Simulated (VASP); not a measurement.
Input of a VASP 6.6.1 run:

File INCAR:

```
PREC = Accurate
ENCUT = 520
EDIFF = 1E-6
ISMEAR = -1
SIGMA = 0.1
LREAL = F
LASPH = T
NELM = 60
ALGO = Normal
ISIF = 2
LWAVE = F
LCHARG = F
GGA = PE
NBANDS = 20
```

File KPOINTS:

```
Automatic mesh
0
Gamma
  9 9 13
```

The input POSCAR:

```
Ir
1.0
    4.4934141756      0.0000000000      0.0000000000
   -2.2467070878      3.8914108258      0.0000000000
    0.0000000000      0.0000000000      2.7747910752
Ir
3
Direct
    1.0000000000      1.0000000000      0.0000000000
    0.3333333333      0.6666666667      0.5000000000
    0.6666666667      0.3333333333      0.5000000000
```

Potentials or basis: VASP PAW PBE potentials, release 64 (Ir).

The run is started by

```console
$ cat potpaw_PBE.64/Ir/POTCAR > POTCAR
$ mpirun -np 1 vasp_std > vasp.out
```

Problem. What does it give for the pressure?

Solution. -20.1 GPa.

Problem. Estimate the band gap on the k mesh.

Solution. Zero (an odd number of electrons rules out a gap without spin polarisation).

Stress tensor (GPa, compression positive):
```
-20.52   0.00   0.00
  0.00 -20.52   0.00
  0.00   0.00 -19.25
```

Caveat: the cell stands under tension; spin-orbit coupling is left out, which moves the levels of the heavy elements.
